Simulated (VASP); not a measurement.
# Ti4C3 in VASP: notebook

Ti4C3 is run at these levels: PBE; tasks: single point.

Program: VASP 6.6.1. These are calculated values, not measurements. Logs are shortened: lines on timing, memory, paths and dates and some standing lists are left out, and cuts for length are marked.

### 1 The cell of the first run

The typed cell holds 7 atoms: a = 4.309 Å, b = 4.309 Å, c = 4.309 Å, α = 90.01°, β = 90.01°, γ = 90.01°.

The cell was generated, and may not be a known phase.

### 2 Single point, PBE

Contents of INCAR:

```
SYSTEM = Ti4C3
  PREC = Accurate
  ENCUT = 520
  EDIFF = 1E-6
  ISMEAR = 0
  SIGMA = 0.2
  LREAL = .FALSE.
  LASPH = .TRUE.
  NELM = 60
  ALGO = Normal
  ISIF = 2
  LWAVE = .FALSE.
  LCHARG = .TRUE.
  GGA = PE
  LELF = .TRUE.
  LVHAR = .TRUE.
  NBANDS = 39
```

Contents of KPOINTS:

```
regular mesh
0
G
  4 4 4
  0 0 0
```

Contents of POSCAR:

```
Ti4C3
1.0
    3.0474812109      1.7594640984      2.4876288934
   -3.0474812109      1.7594640984      2.4876288934
    0.0000000000     -3.5189281940      2.4876288954
Ti C
4 3
Direct
    0.5000000000      0.5000000000      0.5000000000
    0.0000000000      0.0000000000      0.5000000000
    0.5000000000      0.0000000000      0.0000000000
    0.0000000000      0.5000000000      0.0000000000
    0.5000000000      0.5000000000      0.0000000000
    0.0000000000      0.5000000000      0.5000000000
    0.5000000000      0.0000000000      0.5000000000
```

Potentials or basis: VASP PAW PBE potentials, release 64 (Ti_sv, C).

Launch:

```sh
cat potpaw_PBE.64/Ti_sv/POTCAR potpaw_PBE.64/C/POTCAR > POTCAR
mpirun -np 1 vasp_std > vasp.out
```

OUTCAR:

```text
SYSTEM = Ti4C3
   PREC = Accurate
   ENCUT = 520
   EDIFF = 1E-6
   ISMEAR = 0
   LREAL = .FALSE.
   LASPH = .TRUE.
   NELM = 60
   ISIF = 2
   GGA = PE

 ion  position               nearest neighbor table
   1  0.500  0.500  0.500-   6 2.15   7 2.15   7 2.15   6 2.15   5 2.15   5 2.15
   2  0.000  0.000  0.500-   6 2.15   7 2.15   6 2.15   7 2.15
   3  0.500  0.000  0.000-   5 2.15   5 2.15   7 2.15   7 2.15
   4  0.000  0.500  0.000-   5 2.15   5 2.15   6 2.15   6 2.15
   5  0.500  0.500  0.000-   3 2.15   4 2.15   3 2.15   4 2.15   1 2.15   1 2.15
   6  0.000  0.500  0.500-   1 2.15   2 2.15   2 2.15   1 2.15   4 2.15   4 2.15
   7  0.500  0.000  0.500-   1 2.15   2 2.15   1 2.15   2 2.15   3 2.15   3 2.15

  LATTYP: Found a trigonal (rhomboedric) cell.
 ALAT       =     4.3094260819
 COS(alpha) =    -0.0001685574

  Lattice vectors:

 A1 = (   3.0474812109,   1.7594640984,   2.4876288934)
 A2 = (  -3.0474812109,   1.7594640984,   2.4876288934)
 A3 = (   0.0000000000,  -3.5189281940,   2.4876288954)

Analysis of symmetry for initial positions (statically):
=====================================================================
 Subroutine PRICEL returns:
 Original cell was already a primitive cell.

 Routine SETGRP: Setting up the symmetry group for a
 trigonal (rhombohedral) supercell.

 Subroutine GETGRP returns: Found 12 space group operations
 (whereof 12 operations were pure point group operations)
 out of a pool of 12 trial point group operations.

The static configuration has the point symmetry D_3d.

Analysis of symmetry for dynamics (positions and initial velocities):
=====================================================================
 Subroutine PRICEL returns:
 Original cell was already a primitive cell.

 Routine SETGRP: Setting up the symmetry group for a
 trigonal (rhombohedral) supercell.

 Subroutine GETGRP returns: Found 12 space group operations
 (whereof 12 operations were pure point group operations)
 out of a pool of 12 trial point group operations.

The dynamic configuration has the point symmetry D_3d.

 Subroutine INISYM returns: Found 12 space group operations
 (whereof 12 operations are pure point group operations),
 and found     1 'primitive' translations

----------------------------------------------------------------------------------------

                                     Primitive cell

  volume of cell :      80.0310

  direct lattice vectors                    reciprocal lattice vectors
     3.047481211  1.759464098  2.487628893     0.164069921  0.094725813  0.133996407
    -3.047481211  1.759464098  2.487628893    -0.164069921  0.094725813  0.133996407
     0.000000000 -3.518928194  2.487628895     0.000000000 -0.189451625  0.133996407

  length of vectors
     4.309426082  4.309426082  4.309426082     0.232049468  0.232049468  0.232049468

  position of ions in fractional coordinates (direct lattice)
     0.500000000  0.500000000  0.500000000
     0.000000000  0.000000000  0.500000000
     0.500000000  0.000000000  1.000000000
     0.000000000  0.500000000  1.000000000
     0.500000000  0.500000000  1.000000000
     0.000000000  0.500000000  0.500000000
     0.500000000  0.000000000  0.500000000

  ion indices of the primitive-cell ions
   primitive index   ion index
                 1           1
                 2           2
                 3           3
                 4           4
                 5           5
                 6           6
                 7           7

----------------------------------------------------------------------------------------

 KPOINTS: regular mesh

Automatic generation of k-mesh.
 Grid dimensions read from file:
 generate k-points for:    4    4    4

 Generating k-lattice:

  Cartesian coordinates                     Fractional coordinates (reciprocal lattice)
     0.041017480  0.023681453  0.033499102     0.250000000  0.000000000  0.000000000
    -0.041017480  0.023681453  0.033499102     0.000000000  0.250000000  0.000000000
     0.000000000 -0.047362906  0.033499102    -0.000000000 -0.000000000  0.250000000

  Length of vectors
     0.058012367  0.058012367  0.058012367

  Shift w.r.t. Gamma in fractional coordinates (k-lattice)
     0.000000000  0.000000000  0.000000000

 Subroutine IBZKPT returns following result:
 ===========================================

 Found     13 irreducible k-points:

 Following reciprocal coordinates:
            Coordinates               Weight
  0.000000  0.000000  0.000000      1.000000
  0.250000 -0.000000 -0.000000      6.000000
  0.500000 -0.000000 -0.000000      3.000000
  0.250000  0.250000 -0.000000      6.000000
  0.500000  0.250000 -0.000000     12.000000
 -0.250000  0.250000  0.000000      6.000000
  0.500000  0.500000 -0.000000      3.000000
  0.250000  0.250000  0.250000      2.000000
  0.500000  0.250000  0.250000      6.000000
 -0.250000  0.250000  0.250000      6.000000
  0.500000  0.500000  0.250000      6.000000
 -0.250000  0.500000  0.250000      6.000000
  0.500000  0.500000  0.500000      1.000000
   k-points           NKPTS =     13   k-points in BZ     NKDIM =     13   number of bands    NBANDS=     39
   number of dos      NEDOS =    301   number of ions     NIONS =      7
   total plane-waves  NPLWV =  32768
   dimension x,y,z NGX =    32 NGY =   32 NGZ =   32
   dimension x,y,z NGXF=    64 NGYF=   64 NGZF=   64
   ions per type =               4   3
   NGX,Y,Z   is equivalent  to a cutoff of  12.34, 12.34, 12.34 a.u.
   NGXF,Y,Z  is equivalent  to a cutoff of  24.69, 24.69, 24.69 a.u.
 SYSTEM =  Ti4C3
   PREC   = accura    normal or accurate (medium, high low for compatibility)
   ISTART =      0    job   : 0-new  1-cont  2-samecut
   ICHARG =      2    charge: 1-file 2-atom 10-const
   ISPIN  =      1    spin polarized calculation?
   LNONCOLLINEAR =      F non collinear calculations
   LSORBIT =      F    spin-orbit coupling
   LASPH  =      T    aspherical Exc in radial PAW
   ENCUT  =  520.0 eV  38.22 Ry    6.18 a.u.   8.01  8.01  8.01*2*pi/ulx,y,z
   NELM   =     60;   NELMIN=  2; NELMDL= -5     # of ELM steps
   EDIFF  = 0.1E-05   stopping-criterion for ELM
   LREAL  =      F    real-space projection
   EDIFFG = 0.1E-04   stopping-criterion for IOM
   NSW    =      0    number of steps for IOM
   IBRION =     -1    ionic relax: 0-MD 1-quasi-New 2-CG
   NFREE  =      0    steps in history (QN), initial steepest desc. (CG)
   ISIF   =      2    stress and relaxation
   ISYM   =      2    0-nonsym 1-usesym 2-fastsym
   POTIM  = 0.5000    time-step for ionic-motion
   TEBEG  =    0.0;   TEEND  =   0.0 temperature during run
   PSTRESS=    0.0 pullay stress
   NELECT =      60.0000    total number of electrons
   NUPDOWN=      -1.0000    fix difference up-down
   EMIN   =  10.00;   EMAX   =-10.00  energy-range for DOS
   EFERMI =   0.00;   METHOD = LEGACY
   ISMEAR =     0;   SIGMA  =   0.20  broadening in eV -4-tet -1-fermi 0-gaus
   EFERMI_NEDOS =   21; number of points for ismear=-14 and -15
   IALGO  =     38    algorithm
   IMIX   =      4    mixing-type and parameters
     AMIX     =   0.40;   BMIX     =  1.00
     AMIX_MAG =   1.60;   BMIX_MAG =  1.00
  volume/ion in A,a.u.               =      11.43        77.15
  Fermi-wavevector in a.u.,A,eV,Ry     =   1.487211  2.810421 30.093305  2.211795
  Thomas-Fermi vector in A             =   2.600400
   LORBIT       =      0    0 simple, 1 ext, 2 COOP (PROOUT), +10 PAW based schemes
   GGA     = PE    functional components
   LHFCALC =     F    Hartree Fock is set to
   AEXX    =    0.0000 exact exchange contribution
   IVDW    =     0    specifies the selected vdW correction
   LEPSILON=     F    determine dielectric tensor
   LRPA    =     F    only Hartree local field effects (RPA)
 non-spin polarized calculation
 Gauss-broadening in eV      SIGMA  =   0.20
  energy-cutoff  :      520.00
  volume of cell :       80.03
 maximum number of plane-waves:      2176
   NGX = 17   NGY = 17   NGZ = 17

 number of electron      59.9999999 magnetization

 Free energy of the ion-electron system (eV)
  ---------------------------------------------------
  ext. energy  EPLUGINS =         0.00000000
  ---------------------------------------------------
  free energy    TOTEN  =       -63.97858289 eV

  energy without entropy =      -63.94645101  energy(sigma->0) =      -63.96251695

 E-fermi :   9.0387     XC(G=0): -12.2974

 val. band max:        8.9409078280   @ k =   0.5000   0.5000   0.2500
 cond. band min:       9.0894576283   @ k =   0.5000   0.5000   0.5000
 fundamental gap:      0.1485498003
 Fermi energy:         9.0387045688

 k-point     1 :       0.0000    0.0000    0.0000
  band No.  band energies     occupation
      1     -47.7702      2.00000
      2     -47.6876      2.00000
      3     -47.6876      2.00000
      4     -47.5577      2.00000
      5     -24.2113      2.00000
      6     -24.2113      2.00000
[... 31 lines left out ...]
     38      11.5835      0.00000
     39      11.7863      0.00000

 k-point     2 :       0.2500   -0.0000   -0.0000
  band No.  band energies     occupation
      1     -47.7578      2.00000
      2     -47.6974      2.00000
      3     -47.6876      2.00000
      4     -47.5605      2.00000
      5     -24.1741      2.00000
      6     -24.1741      2.00000
[... 31 lines left out ...]
     38      11.5589      0.00000
     39      12.2523      0.00000

 k-point     3 :       0.5000   -0.0000   -0.0000
  band No.  band energies     occupation
      1     -47.7362      2.00000
      2     -47.7163      2.00000
      3     -47.6876      2.00000
      4     -47.5631      2.00000
      5     -24.1075      2.00000
      6     -24.1074      2.00000
[... 370 lines left out ...]
 k-point    12 :      -0.2500    0.5000    0.2500
  band No.  band energies     occupation
      1     -47.7240      2.00000
      2     -47.7129      2.00000
      3     -47.6996      2.00000
      4     -47.5664      2.00000
      5     -24.2043      2.00000
      6     -24.1769      2.00000
[... 31 lines left out ...]
     38      11.7283      0.00000
     39      11.8427      0.00000

 k-point    13 :       0.5000    0.5000    0.5000
  band No.  band energies     occupation
      1     -47.7116      2.00000
      2     -47.7116      2.00000
      3     -47.7116      2.00000
      4     -47.5674      2.00000
      5     -24.2730      2.00000
      6     -24.2571      2.00000
[... 31 lines left out ...]
     38      11.9667      0.00000
     39      11.9670      0.00000

------------------------ aborting loop because EDIFF is reached ----------------------------------------

  FORCE on cell =-STRESS in cart. coord.  units (eV):
  Direction    XX          YY          ZZ          XY          YZ          ZX
  --------------------------------------------------------------------------------------
  -------------------------------------------------------------------------------------
  Total        0.0825584      0.0825584      0.1127097      0.0000000      0.0000000      0.0000000
  in kB        1.6527748      1.6527748      2.2563861      0.0000000      0.0000000      0.0000000
  external PRESSURE =       1.8539786 kB  Pullay stress =       0.0000000 kB

 VOLUME and BASIS-vectors are now :
 -----------------------------------------------------------------------------
  energy-cutoff  :      520.00
  volume of cell :       80.03
      direct lattice vectors                 reciprocal lattice vectors
     3.047481211  1.759464098  2.487628893     0.164069921  0.094725813  0.133996407
    -3.047481211  1.759464098  2.487628893    -0.164069921  0.094725813  0.133996407
     0.000000000 -3.518928194  2.487628895     0.000000000 -0.189451625  0.133996407

 POSITION                                       TOTAL-FORCE (eV/Angst)
 -----------------------------------------------------------------------------------
      0.00000      0.00000      3.73144        -0.000000     -0.000000     -0.000000
      0.00000     -1.75946      1.24381         0.000000     -0.000000      0.000000
      1.52374      0.87973      1.24381        -0.000000     -0.000000      0.000000
     -1.52374      0.87973      1.24381         0.000000      0.000000      0.000000
      0.00000      1.75946      2.48763        -0.000000      0.000000     -0.000000
     -1.52374     -0.87973      2.48763        -0.000000     -0.000000      0.000000
      1.52374     -0.87973      2.48763         0.000000      0.000000      0.000000
 -----------------------------------------------------------------------------------
    total drift:                               -0.000000      0.000000      0.000000

  FREE ENERGIE OF THE ION-ELECTRON SYSTEM (eV)
  ---------------------------------------------------
  free  energy   TOTEN  =       -63.9785828899 eV

  energy  without entropy=      -63.9464510126  energy(sigma->0) =      -63.96251695
```

It took 66 s on 1 thread of AMD EPYC 7R43 (Zen 3), shared host; peak memory 0.15 GiB.

Results:

```
Free energy            : -63.9786 eV
Pressure               : 0.2 GPa
Band gap on the k mesh : zero (bands 30 and 31 overlap by 1.15 eV)
```

Caveat: the k points lie up to 0.36 Å⁻¹ apart, too coarse for converged energies and pressures of a metal.

### 3 Single point, PBE

Contents of INCAR:

```
ALGO = Normal
EDIFF = 1E-7
ENCUT = 520
GGA = PE
ISIF = 2
ISMEAR = 0
LASPH = T
LCHARG = F
LREAL = F
LWAVE = F
NBANDS = 39
NELM = 80
PREC = Accurate
SIGMA = 0.1
```

Contents of KPOINTS:

```
k-points
0
Gamma
  8 8 8
```

Contents of POSCAR:

```
Ti4C3
1.0
    4.3101681885      0.0000000000      0.0000000000
    0.0000000000      4.3101681885      0.0000000000
    0.0000000000      0.0000000000      4.3101681885
Ti C
4 3
Direct
    0.5000000000      0.5000000000      0.5000000000
    0.0000000000      0.5000000000      0.0000000000
    0.0000000000      0.0000000000      0.5000000000
    0.5000000000      0.0000000000      0.0000000000
    0.5000000000      0.0000000000      0.5000000000
    0.5000000000      0.5000000000      0.0000000000
    0.0000000000      0.5000000000      0.5000000000
```

Potentials or basis: VASP PAW PBE potentials, release 64 (Ti_sv, C).

Launch:

```sh
cat potpaw_PBE.64/Ti_sv/POTCAR potpaw_PBE.64/C/POTCAR > POTCAR
mpirun -np 1 vasp_std > vasp.out
```

Run time: 3.1 min. Hardware: 1 thread of AMD EPYC 7R43 (Zen 3), shared host; peak memory 0.19 GiB.

It converged, with:

| Quantity | Value |
| --- | --- |
| Free energy | -63.9156 eV |
| Pressure | 0.2 GPa |
| Band gap on the k mesh | zero (bands 30 and 31 overlap by 1.15 eV) |

Levels at points of the mesh, in eV from the Fermi level:
```csv
k point,band 27,band 28,band 29,band 30,band 31,band 32,band 33,band 34
"(0.00, 0.00, 0.00)",-0.25,-0.25,-0.25,0.54,0.54,0.54,0.80,0.80
"(0.50, 0.00, 0.00)",-1.73,-0.83,-0.66,-0.61,-0.61,0.99,0.99,1.37
"(0.50, 0.50, 0.00)",-2.84,-2.79,-0.88,-0.51,0.51,0.51,1.91,1.93
"(0.50, 0.50, 0.50)",-3.14,-3.14,0.02,0.02,0.02,0.07,2.68,2.68
```

The gap in the log of VASP goes by the Fermi energy; the results here count the filled bands.